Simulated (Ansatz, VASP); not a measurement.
## One calculation of Pd, two programs

```
Pd
1.0
     0.00000    1.95778    1.95778
     1.95778    0.00000    1.95778
     1.95778    1.95778    0.00000
Pd
1
Cartesian
  0.0000 0.0000 0.0000
```

Change from the starting cell: volume scaled by 1.02.

Alike in both runs: task single point; functional LDA; k mesh 18 × 18 × 18; occupations fermi-dirac, width 0.05 eV; no spin polarisation.

|  | VASP | Ansatz |
| --- | --- | --- |
| version | VASP 6.6.1 | Ansatz 0.2.0 |
| potentials or method | VASP PAW LDA potentials, release 64 (Pd), cutoff 520 eV | all-electron LAPW, scalar-relativistic |

|  | VASP | Ansatz | Ansatz less VASP |
| --- | --- | --- | --- |
| pressure (GPa) | -11.2 | -11.5 | -0.27 |

LDA's correlation is that of Perdew and Zunger in VASP and of Perdew and Wang (1992) in Ansatz. Ansatz ran all-electron here, and VASP with PAW potentials.
